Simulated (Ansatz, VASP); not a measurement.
## La2O3: VASP beside Ansatz

INCAR

```
PREC = Accurate
ENCUT = 520
EDIFF = 1E-6
ISMEAR = -1
SIGMA = 0.05
LREAL = F
LASPH = T
NELM = 60
ALGO = Normal
ISIF = 2
LWAVE = F
LCHARG = T
LELF = T
LVHAR = T
NBANDS = 28
```

File KPOINTS:

```
Automatic mesh
0
Gamma
  5 5 8
```

The input POSCAR:

```
La2O3
1.0
    6.3702727145      0.0000000000      0.0000000000
   -3.1851363572      5.5168179998      0.0000000000
    0.0000000000      0.0000000000      3.2898942108
La O
2 3
Direct
    0.6666666667      0.3333333333      0.4981030000
    0.3333333333      0.6666666667      0.5018970000
    0.5046070000      0.0000000000      0.0000000000
    0.0000000000      0.5046070000      0.0000000000
    0.4953930000      0.4953930000      0.0000000000
```

File input.yaml:

```yaml
crystal:
  lattice:
    - [6.3702727145, 0.0, 0.0]
    - [-3.1851363572, 5.5168179998, 0.0]
    - [0.0, 0.0, 3.2898942108]
  atoms:
    - { symbol: La, position: [0.6666666667, 0.3333333333, 0.498103] }
    - { symbol: La, position: [0.3333333333, 0.6666666667, 0.501897] }
    - { symbol: O, position: [0.504607, 0.0, 0.0] }
    - { symbol: O, position: [0.0, 0.504607, 0.0] }
    - { symbol: O, position: [0.495393, 0.495393, 0.0] }
kpoints:
  mp_grid: { grid: [5, 5, 8] }
scf:
  occupations: { method: fermi_dirac, width: 0.05 }
hamiltonian:
  xc: lda
  pseudopotentials: { kind: all_electron, lapw: { basis_error: 0.002 } }
output:
  forces: true
  stress: true
  eigenvalues: true
```

Alike in both runs: task single point; functional LDA; k mesh 5 × 5 × 8; occupations fermi-dirac, width 0.05 eV; no spin polarisation.

|  | VASP | Ansatz |
| --- | --- | --- |
| version | VASP 6.6.1 | Ansatz 0.2.0 |
| potentials or method | VASP PAW LDA potentials, release 64 (La, O), cutoff 520 eV | all-electron LAPW, scalar-relativistic |

|  | VASP | Ansatz | Ansatz less VASP |
| --- | --- | --- | --- |
| gap on the k mesh at the Fermi level (eV) | 1.49 | 1.49 | +0.003 |
| least direct gap on the mesh (eV) | 1.94 | 1.94 | +0.004 |
| pressure (GPa) | -5.2 | -5.2 | +0.06 |
| traceless stress, the component that is largest in VASP (GPa) | -1.68 | -1.70 | -0.017 |
| rms of the force components (eV/Å) | 0.023 | 0.023 | 0.0000 |

LDA's correlation is that of Perdew and Zunger in VASP and of Perdew and Wang (1992) in Ansatz. Atom by atom the forces differ by 0.000 eV/Å (rms over components). Ansatz ran all-electron here, and VASP with PAW potentials.

Spin-orbit coupling is off throughout.
